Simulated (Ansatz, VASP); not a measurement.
**Ge in VASP and in Ansatz**

The input INCAR:

```
SYSTEM = Ge
PREC = Accurate
ENCUT = 520
EDIFF = 1E-7
ISMEAR = 0
SIGMA = 0.15
LREAL = .False.
LASPH = .True.
NELM = 60
ALGO = Fast
ISIF = 2
LWAVE = .False.
LCHARG = .False.
GGA = PS
NBANDS = 36
```

File KPOINTS:

```
Automatic mesh
0
Gamma
  12 12 8
  0 0 0
```

POSCAR

```
Ge
1.0
    0.0000000000     -2.8378616867     -2.8378616867
    0.0000000000      2.8378616867     -2.8378616867
    5.6757233734      0.0000000000      0.0000000000
Ge
4
Direct
    0.5459026007      0.5032031874      0.0000000000
   -0.0318074810      0.0108919322      0.5000000000
    0.0318074810      0.4967968126      0.2500000000
    0.4540973993     -0.0108919322      0.7500000000
```

Input for Ansatz:

```yaml
crystal:
  lattice:
    - [0.0, -2.8378616867, -2.8378616867]
    - [0.0, 2.8378616867, -2.8378616867]
    - [5.6757233734, 0.0, 0.0]
  atoms:
    - { symbol: Ge, position: [0.5459026007, 0.5032031874, 0.0] }
    - { symbol: Ge, position: [-0.031807481, 0.0108919322, 0.5] }
    - { symbol: Ge, position: [0.031807481, 0.4967968126, 0.25] }
    - { symbol: Ge, position: [0.4540973993, -0.0108919322, 0.75] }
basis:
  ecutwfc: 420
kpoints:
  mp_grid: { grid: [12, 12, 8] }
hamiltonian:
  xc: pbesol
  pseudopotentials: { kind: paw, azcp: { folder: soft_1 } }
scf:
  occupations: { method: gaussian, width: 0.15 }
output:
  forces: true
  stress: true
  eigenvalues: true
```

Change from the starting cell: mode 4 frozen in at -0.157 Å and mode 12 at -0.040 Å (largest displacements).

Alike in both runs: task single point; functional PBEsol; k mesh 12 × 12 × 8; occupations gaussian, width 0.15 eV; no spin polarisation.

|  | VASP | Ansatz |
| --- | --- | --- |
| version | VASP 6.6.1 | Ansatz 0.2.0 |
| potentials or method | VASP PAW PBE potentials, release 64 (Ge_d), cutoff 520 eV | scalar-relativistic, plane waves, PAW |
| valence electrons in the cell | 56 | 56 |

|  | VASP | Ansatz | Ansatz less VASP |
| --- | --- | --- | --- |
| gap on the k mesh at the Fermi level (eV) | none | none | - |
| pressure (GPa) | -0.3 | -0.2 | +0.10 |
| traceless stress, the component that is largest in VASP (GPa) | -2.21 | -2.23 | -0.016 |
| rms of the force components (eV/Å) | 0.513 | 0.513 | -0.0001 |

VASP's potentials were made for PBE, not for PBEsol, and Ansatz warns of the same on its side. Atom by atom the forces differ by 0.003 eV/Å (rms over components). A gap of «none» marks a metal or a gap that the smearing closes.
